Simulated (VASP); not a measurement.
C, 8 atoms in the cell. The structure is hexagonal, space group P6_3/mmc (No. 194). Conventional cell: a = 2.490 Å, b = 2.490 Å, c = 8.214 Å, α = 90.00°, β = 90.00°, γ = 120.00°. Within 2.0 Å of C (site symmetry 3m) lie 4 C at 1.53 Å. Within 2.0 Å of C (site symmetry 3m) lie 4 C at 1.53 to 1.55 Å. 

```yaml
Program: VASP 6.6.1
Task: vibrations by perturbation theory
Functional: LDA
Potentials_or_basis: VASP PAW LDA potentials, release 64 (C)
Cutoff: 520 eV
k_mesh: 12 × 12 × 4
Occupations: gaussian, width 0.05 eV
Spin: no spin polarisation
Dipole_correction: no
Further_INCAR_settings: ALGO = Normal; EDIFF = 1e-08; NBANDS = 26; IBRION = 8; NSW = 1
```

Potentials or basis: VASP PAW LDA potentials, release 64 (C).

Launch:

```sh
$ cat potpaw_LDA.64/C/POTCAR > POTCAR
$ mpirun -np 1 vasp_std > vasp.out
```

Hardware: 1 thread of Intel Xeon 8259CL, on a shared host.

Q: Estimate the wall time of this run.

A: Run time: 41 min on 1 thread of Intel Xeon 8259CL (shared host), peak memory 0.62 GiB. Counts: scf iterations 98, k points 57.
